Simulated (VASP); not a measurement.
# Si (P6_3/mmc) in VASP: a series of runs

Si is run at these levels: PBE; tasks: single point.

Everything below comes from runs of VASP 6.6.1. Logs are shortened: lines on timing, memory, paths and dates and some standing lists are left out, and cuts for length are marked.

**1. The cell of the first run**

Symmetry: P6_3/mmc, No. 194, hexagonal system. Conventional cell: a = 2.701 Å, b = 2.701 Å, c = 4.452 Å, α = 90.00°, β = 90.00°, γ = 120.00°. Within 3.6 Å of Si (site symmetry -6m2) lie 12 Si at 2.70 to 2.72 Å.

**2. Single point, PBE**

The input, INCAR:

```
SYSTEM = Si
ALGO = Normal ; EDIFF = 1E-6
ENCUT = 520 ; GGA = PE
ISIF = 2 ; ISMEAR = -1
LASPH = .True. ; LCHARG = .True.
LELF = .True. ; LREAL = .False.
LVHAR = .True. ; LWAVE = .False.
NBANDS = 11 ; NELM = 100
PREC = Accurate ; SIGMA = 0.05
```

The input, KPOINTS:

```
k-points
0
Gamma
  11 11 6
  0 0 0
```

The input, POSCAR:

```
Si
1.0
    2.7005801709      0.0000000000      0.0000000000
   -1.3502900855      2.3387710330      0.0000000000
    0.0000000000      0.0000000000      4.4520731072
Si
2
Direct
    0.3333333333      0.6666666667      0.2500000000
    0.6666666667      0.3333333333      0.7500000000
```

Potentials or basis: VASP PAW PBE potentials, release 64 (Si).

Launch:

```sh
$ cat potpaw_PBE.64/Si/POTCAR > POTCAR
$ mpirun -np 1 vasp_std > vasp.out
```

OUTCAR:

```text
SYSTEM = Si
   EDIFF = 1E-6
   ENCUT = 520
   GGA = PE
   ISIF = 2
   ISMEAR = -1
   LASPH = .True.
   LREAL = .False.
   NELM = 100
   PREC = Accurate

 ion  position               nearest neighbor table
   1  0.333  0.667  0.250-   2 2.72   2 2.72   2 2.72   2 2.72   2 2.72   2 2.72
   2  0.667  0.333  0.750-   1 2.72   1 2.72   1 2.72   1 2.72   1 2.72   1 2.72

  LATTYP: Found a hexagonal cell.
 ALAT       =     2.7005801709
 C/A-ratio  =     1.6485617258

  Lattice vectors:

 A1 = (   2.7005801709,   0.0000000000,   0.0000000000)
 A2 = (  -1.3502900855,   2.3387710330,   0.0000000000)
 A3 = (   0.0000000000,   0.0000000000,   4.4520731072)

Analysis of symmetry for initial positions (statically):
=====================================================================
 Subroutine PRICEL returns:
 Original cell was already a primitive cell.

 Routine SETGRP: Setting up the symmetry group for a
 hexagonal supercell.

 Subroutine GETGRP returns: Found 24 space group operations
 (whereof 12 operations were pure point group operations)
 out of a pool of 24 trial point group operations.

The static configuration has the point symmetry D_3d.
 The point group associated with its full space group is D_6h.

Analysis of symmetry for dynamics (positions and initial velocities):
=====================================================================
 Subroutine PRICEL returns:
 Original cell was already a primitive cell.

 Routine SETGRP: Setting up the symmetry group for a
 hexagonal supercell.

 Subroutine GETGRP returns: Found 24 space group operations
 (whereof 12 operations were pure point group operations)
 out of a pool of 24 trial point group operations.

The dynamic configuration has the point symmetry D_3d.
 The point group associated with its full space group is D_6h.

 Subroutine INISYM returns: Found 24 space group operations
 (whereof 12 operations are pure point group operations),
 and found     1 'primitive' translations

----------------------------------------------------------------------------------------

                                     Primitive cell

  volume of cell :      28.1195

  direct lattice vectors                    reciprocal lattice vectors
     2.700580171  0.000000000  0.000000000     0.370290803  0.213787495  0.000000000
    -1.350290085  2.338771033  0.000000000     0.000000000  0.427574990  0.000000000
     0.000000000  0.000000000  4.452073107     0.000000000  0.000000000  0.224614461

  length of vectors
     2.700580171  2.700580171  4.452073107     0.427574990  0.427574990  0.224614461

  position of ions in fractional coordinates (direct lattice)
     0.333333333  0.666666667  0.250000000
     0.666666667  0.333333333  0.750000000

  ion indices of the primitive-cell ions
   primitive index   ion index
                 1           1
                 2           2

----------------------------------------------------------------------------------------

 KPOINTS: k-points

Automatic generation of k-mesh.
 Grid dimensions read from file:
 generate k-points for:   11   11    6

 Generating k-lattice:

  Cartesian coordinates                     Fractional coordinates (reciprocal lattice)
     0.033662800  0.019435227  0.000000000     0.090909091  0.000000000  0.000000000
     0.000000000  0.038870454  0.000000000     0.000000000  0.090909091  0.000000000
     0.000000000  0.000000000  0.037435743     0.000000000  0.000000000  0.166666667

  Length of vectors
     0.038870454  0.038870454  0.037435743

  Shift w.r.t. Gamma in fractional coordinates (k-lattice)
     0.000000000  0.000000000  0.000000000

 Subroutine IBZKPT returns following result:
 ===========================================

 Found     64 irreducible k-points:

 Following reciprocal coordinates:
            Coordinates               Weight
  0.000000  0.000000  0.000000      1.000000
  0.090909  0.000000  0.000000      6.000000
  0.181818  0.000000  0.000000      6.000000
  0.272727 -0.000000  0.000000      6.000000
  0.363636  0.000000  0.000000      6.000000
  0.454545  0.000000  0.000000      6.000000
[... 16 lines left out ...]
  0.090909  0.090909  0.166667     12.000000
  0.181818  0.090909  0.166667     24.000000
 [... further k-points ...]
   k-points           NKPTS =     64   k-points in BZ     NKDIM =     64   number of bands    NBANDS=     11
   number of dos      NEDOS =    301   number of ions     NIONS =      2
   total plane-waves  NPLWV =  14400
   dimension x,y,z NGX =    20 NGY =   20 NGZ =   36
   dimension x,y,z NGXF=    40 NGYF=   40 NGZF=   72
   ions per type =               2
   NGX,Y,Z   is equivalent  to a cutoff of  12.31, 12.31, 13.44 a.u.
   NGXF,Y,Z  is equivalent  to a cutoff of  24.62, 24.62, 26.89 a.u.
 SYSTEM =  Si
   PREC   = accura    normal or accurate (medium, high low for compatibility)
   ISTART =      0    job   : 0-new  1-cont  2-samecut
   ICHARG =      2    charge: 1-file 2-atom 10-const
   ISPIN  =      1    spin polarized calculation?
   LNONCOLLINEAR =      F non collinear calculations
   LSORBIT =      F    spin-orbit coupling
   LASPH  =      T    aspherical Exc in radial PAW
   ENCUT  =  520.0 eV  38.22 Ry    6.18 a.u.   5.02  5.02  8.28*2*pi/ulx,y,z
   NELM   =    100;   NELMIN=  2; NELMDL= -5     # of ELM steps
   EDIFF  = 0.1E-05   stopping-criterion for ELM
   LREAL  =      F    real-space projection
   EDIFFG = 0.1E-04   stopping-criterion for IOM
   NSW    =      0    number of steps for IOM
   IBRION =     -1    ionic relax: 0-MD 1-quasi-New 2-CG
   NFREE  =      0    steps in history (QN), initial steepest desc. (CG)
   ISIF   =      2    stress and relaxation
   ISYM   =      2    0-nonsym 1-usesym 2-fastsym
   POTIM  = 0.5000    time-step for ionic-motion
   TEBEG  =    0.0;   TEEND  =   0.0 temperature during run
   PSTRESS=    0.0 pullay stress
   NELECT =       8.0000    total number of electrons
   NUPDOWN=      -1.0000    fix difference up-down
   EMIN   =  10.00;   EMAX   =-10.00  energy-range for DOS
   EFERMI =   0.00;   METHOD = LEGACY
   ISMEAR =    -1;   SIGMA  =   0.05  broadening in eV -4-tet -1-fermi 0-gaus
   EFERMI_NEDOS =   21; number of points for ismear=-14 and -15
   IALGO  =     38    algorithm
   IMIX   =      4    mixing-type and parameters
     AMIX     =   0.40;   BMIX     =  1.00
     AMIX_MAG =   1.60;   BMIX_MAG =  1.00
  volume/ion in A,a.u.               =      14.06        94.88
  Fermi-wavevector in a.u.,A,eV,Ry     =   1.076719  2.034704 15.773565  1.159324
  Thomas-Fermi vector in A             =   2.212611
   LORBIT       =      0    0 simple, 1 ext, 2 COOP (PROOUT), +10 PAW based schemes
   GGA     = PE    functional components
   LHFCALC =     F    Hartree Fock is set to
   AEXX    =    0.0000 exact exchange contribution
   IVDW    =     0    specifies the selected vdW correction
   LEPSILON=     F    determine dielectric tensor
   LRPA    =     F    only Hartree local field effects (RPA)
 non-spin polarized calculation
  energy-cutoff  :      520.00
  volume of cell :       28.12
 maximum number of plane-waves:       768
 NGX is ok and might be reduce to    20
   NGX =  9   NGY =  9   NGZ = 17

 number of electron       8.0000000 magnetization

 Free energy of the ion-electron system (eV)
  ---------------------------------------------------
  ext. energy  EPLUGINS =         0.00000000
  ---------------------------------------------------
  free energy    TOTEN  =        -9.84527646 eV

  energy without entropy =       -9.83675355  energy(sigma->0) =       -9.84101500

 E-fermi :  10.5427     XC(G=0): -11.3125

 val. band max:       10.4835863216   @ k =   0.1818   0.1818   0.3333
 cond. band min:      10.5527867130   @ k =   0.1818   0.1818   0.1667
 fundamental gap:      0.0692003914
 Fermi energy:        10.5426587869

 k-point     1 :       0.0000    0.0000    0.0000
  band No.  band energies     occupation
      1      -4.1710      2.00000
      2       2.7218      2.00000
      3       3.3746      2.00000
      4      19.0535      0.00000
      5      19.0535      0.00000
      6      20.4469      0.00000
      7      20.4469      0.00000
      8      21.9676      0.00000
      9      22.0123      0.00000
     10      23.4771      0.00000
     11      24.5387      0.00000

 k-point     2 :       0.0909    0.0000    0.0000
  band No.  band energies     occupation
      1      -3.9515      2.00000
      2       2.9384      2.00000
      3       3.5815      2.00000
      4      16.4586      0.00000
      5      17.7515      0.00000
      6      19.7749      0.00000
      7      21.6430      0.00000
      8      21.7822      0.00000
      9      22.1422      0.00000
     10      23.1243      0.00000
     11      23.5384      0.00000

 k-point     3 :       0.1818    0.0000    0.0000
  band No.  band energies     occupation
      1      -3.2946      2.00000
      2       3.5855      2.00000
      3       4.2011      2.00000
      4      12.8696      0.00000
      5      16.2762      0.00000
      6      18.4500      0.00000
      7      19.0006      0.00000
      8      19.6012      0.00000
      9      21.3952      0.00000
     10      23.5458      0.00000
     11      23.8815      0.00000
[... 267 lines left out ...]
 k-point    23 :       0.0909    0.0909    0.1667
  band No.  band energies     occupation
      1      -3.3102      2.00000
      2       1.4922      2.00000
      3       6.2342      2.00000
      4      14.7390      0.00000
      5      15.2223      0.00000
      6      18.9080      0.00000
      7      19.2190      0.00000
      8      19.5076      0.00000
      9      21.9122      0.00000
     10      22.1376      0.00000
     11      23.2916      0.00000

 k-point    24 :       0.1818    0.0909    0.1667
  band No.  band energies     occupation
      1      -2.4376      2.00000
      2       2.3463      2.00000
      3       7.0560      2.00000
      4      11.4458      0.00000
      5      13.6603      0.00000
      6      15.8842      0.00000
      7      17.9330      0.00000
      8      19.2008      0.00000
      9      20.6297      0.00000
     10      21.6803      0.00000
     11      23.0146      0.00000

 [... further k-points ...]

------------------------ aborting loop because EDIFF is reached ----------------------------------------

  FORCE on cell =-STRESS in cart. coord.  units (eV):
  Direction    XX          YY          ZZ          XY          YZ          ZX
  --------------------------------------------------------------------------------------
  -------------------------------------------------------------------------------------
  Total        0.2943482      0.2943482      0.3182346     -0.0000000     -0.0000000     -0.0000000
  in kB       16.7712308     16.7712308     18.1322168     -0.0000000     -0.0000000     -0.0000000
  external PRESSURE =      17.2248928 kB  Pullay stress =       0.0000000 kB

 VOLUME and BASIS-vectors are now :
 -----------------------------------------------------------------------------
  energy-cutoff  :      520.00
  volume of cell :       28.12
      direct lattice vectors                 reciprocal lattice vectors
     2.700580171  0.000000000  0.000000000     0.370290803  0.213787495  0.000000000
    -1.350290085  2.338771033  0.000000000     0.000000000  0.427574990  0.000000000
     0.000000000  0.000000000  4.452073107     0.000000000  0.000000000  0.224614461

 POSITION                                       TOTAL-FORCE (eV/Angst)
 -----------------------------------------------------------------------------------
     -0.00000      1.55918      1.11302        -0.000000      0.000000      0.000000
      1.35029      0.77959      3.33905         0.000000     -0.000000      0.000000
 -----------------------------------------------------------------------------------
    total drift:                                0.000000     -0.000000      0.000000

  FREE ENERGIE OF THE ION-ELECTRON SYSTEM (eV)
  ---------------------------------------------------
  free  energy   TOTEN  =        -9.8452764564 eV

  energy  without entropy=       -9.8367535523  energy(sigma->0) =       -9.84101500
```

It took 8 s on 1 thread of Intel Xeon Platinum 8488C (Sapphire Rapids), shared host; peak memory 0.14 GiB.

What came out:

* Free energy: -9.8453 eV
* Pressure: 1.7 GPa
* Band gap on the k mesh: zero (band 4 reaches 19.05 eV, above the bottom of band 5 at 7.14 eV)

Stress tensor (GPa, compression positive):
```
1.68 0.00 0.00
0.00 1.68 0.00
0.00 0.00 1.81
```

Levels at points of the mesh, in eV from the Fermi level:
```csv
k point,band 1,band 2,band 3,band 4,band 5,band 6,band 7,band 8,band 9
"(0.00, 0.00, 0.00)",-14.71,-7.82,-7.17,8.51,8.51,9.90,9.90,11.42,11.47
"(0.00, 0.00, 0.50)",-12.89,-12.89,1.15,1.15,9.92,9.92,9.92,9.92,11.77
```

**3. Single point, PBE**

This run uses another cell than the first one, of 14.35 Å³/atom, 1.020 times its volume.

The input, INCAR:

```
SYSTEM = Si
  PREC = Accurate
  ENCUT = 520
  EDIFF = 1E-6
  ISMEAR = -1
  SIGMA = 0.05
  LREAL = .FALSE.
  LASPH = .TRUE.
  NELM = 100
  ALGO = Normal
  ISIF = 2
  LWAVE = .FALSE.
  LCHARG = .FALSE.
  GGA = PE
  NBANDS = 11
```

The input, KPOINTS:

```
regular mesh
0
G
  11 11 6
  0 0 0
```

The input, POSCAR:

```
Si
1.0
    2.7188278878      0.0000000000      0.0000000000
   -1.3594139439      2.3545740193      0.0000000000
    0.0000000000      0.0000000000      4.4821555947
Si
2
Direct
    0.3333333333      0.6666666667      0.2500000000
    0.6666666667      0.3333333333      0.7500000000
```

Potentials or basis: VASP PAW PBE potentials, release 64 (Si).

Launch:

```sh
$ cat potpaw_PBE.64/Si/POTCAR > POTCAR
$ mpirun -np 1 vasp_std > vasp.out
```

It took 7.6 s on 1 thread of Intel Xeon Platinum 8488C (Sapphire Rapids), shared host; peak memory 0.14 GiB.

The run converged. Its results:

```
Free energy            : -9.8482 eV
Pressure               : -0.1 GPa
Band gap on the k mesh : zero (band 4 reaches 18.62 eV, above the bottom of band 5 at 6.92 eV)
```

Levels at points of the mesh, in eV from the Fermi level:
```
           k point  band 1  band 2  band 3  band 4  band 5  band 6  band 7  band 8
(0.00, 0.00, 0.00)  -14.53   -7.77   -7.04    8.35    8.35    9.78    9.78   11.17
(0.00, 0.00, 0.50)  -12.73  -12.73    1.13    1.13    9.72    9.72    9.72    9.72
```

**4. Single point, PBE**

This run uses another cell than the first one, of 14.35 Å³/atom, 1.020 times its volume.

The input, INCAR:

```
PREC = Accurate ; ENCUT = 520
EDIFF = 1E-6 ; ISMEAR = -1
SIGMA = 0.05 ; LREAL = False
LASPH = True ; NELM = 60
ALGO = Normal ; ISIF = 2
LWAVE = False ; LCHARG = True
GGA = PE ; LELF = True
LVHAR = True ; NBANDS = 11
```

The input, KPOINTS:

```
Automatic mesh
0
Gamma
  11 11 6
```

POSCAR is that of step 3.

Potentials or basis: VASP PAW PBE potentials, release 64 (Si).

Launch:

```sh
$ cat potpaw_PBE.64/Si/POTCAR > POTCAR
$ mpirun -np 1 vasp_std > vasp.out
```

OUTCAR:

```text
PREC = Accurate
   ENCUT = 520
   EDIFF = 1E-6
   ISMEAR = -1
   LREAL = False
   LASPH = True
   NELM = 60
   ISIF = 2
   GGA = PE

 ion  position               nearest neighbor table
   1  0.333  0.667  0.250-   2 2.74   2 2.74   2 2.74   2 2.74   2 2.74   2 2.74
   2  0.667  0.333  0.750-   1 2.74   1 2.74   1 2.74   1 2.74   1 2.74   1 2.74

  LATTYP: Found a hexagonal cell.
 ALAT       =     2.7188278878
 C/A-ratio  =     1.6485617257

  Lattice vectors:

 A1 = (   2.7188278878,   0.0000000000,   0.0000000000)
[... 515 lines left out ...]
      7      17.5467      0.00000
      8      18.7736      0.00000
      9      20.2662      0.00000
     10      21.2792      0.00000
     11      22.6158      0.00000

 [... further k-points ...]
[... 5 lines left out ...]
  --------------------------------------------------------------------------------------
  -------------------------------------------------------------------------------------
  Total       -0.0077457     -0.0077457     -0.0166795      0.0000000      0.0000000      0.0000000
  in kB       -0.4325019     -0.4325019     -0.9313475      0.0000000      0.0000000      0.0000000
  external PRESSURE =      -0.5987838 kB  Pullay stress =       0.0000000 kB

 VOLUME and BASIS-vectors are now :
 -----------------------------------------------------------------------------
  energy-cutoff  :      520.00
  volume of cell :       28.69
      direct lattice vectors                 reciprocal lattice vectors
     2.718827888  0.000000000  0.000000000     0.367805555  0.212352636  0.000000000
    -1.359413944  2.354574019  0.000000000     0.000000000  0.424705272  0.000000000
     0.000000000  0.000000000  4.482155595     0.000000000  0.000000000  0.223106936

 POSITION                                       TOTAL-FORCE (eV/Angst)
 -----------------------------------------------------------------------------------
     -0.00000      1.56972      1.12054         0.000000     -0.000000      0.000000
      1.35941      0.78486      3.36162        -0.000000      0.000000      0.000000
 -----------------------------------------------------------------------------------
    total drift:                               -0.000000      0.000000     -0.000000

  FREE ENERGIE OF THE ION-ELECTRON SYSTEM (eV)
  ---------------------------------------------------
  free  energy   TOTEN  =        -9.8482257125 eV

  energy  without entropy=       -9.8397350508  energy(sigma->0) =       -9.84398038
```

OSZICAR:

```text
N       E                     dE             d eps       ncg     rms          rms(c)
DAV:   1     0.500096814932E+01    0.50010E+01   -0.34635E+03  1408   0.616E+02
DAV:   2    -0.956668520421E+01   -0.14568E+02   -0.14023E+02  1921   0.828E+01
DAV:   3    -0.988784874287E+01   -0.32116E+00   -0.31908E+00  1845   0.102E+01
DAV:   4    -0.988892469000E+01   -0.10759E-02   -0.10734E-02  1721   0.743E-01
DAV:   5    -0.988892896432E+01   -0.42743E-05   -0.42740E-05  1807   0.424E-02    0.381E+00
DAV:   6    -0.986295736598E+01    0.25972E-01   -0.76274E-03  1608   0.413E-01    0.210E+00
DAV:   7    -0.984832384126E+01    0.14634E-01   -0.14600E-02  1581   0.568E-01    0.148E-01
DAV:   8    -0.984822512079E+01    0.98720E-04   -0.18563E-04  2049   0.940E-02    0.199E-02
DAV:   9    -0.984822571250E+01   -0.59170E-06   -0.20808E-06  1667   0.850E-03
   1 F= -.98482257E+01 E0= -.98439804E+01  d E =-.849066E-02
```

Run time: 8.3 s. Hardware: 1 thread of Intel Xeon Platinum 8488C (Sapphire Rapids), shared host; peak memory 0.14 GiB.

Results:

| Property | Result |
| --- | --- |
| Free energy | -9.8482 eV |
| Pressure | -0.1 GPa |
| Band gap on the k mesh | zero (band 4 reaches 18.62 eV, above the bottom of band 5 at 6.92 eV) |

Levels at points of the mesh, in eV from the Fermi level:
```
           k point  band 2  band 3  band 4  band 5  band 6  band 7
(0.00, 0.00, 0.00)   -7.77   -7.04    8.35    8.35    9.78    9.78
(0.00, 0.00, 0.50)  -12.73    1.13    1.13    9.72    9.72    9.72
```
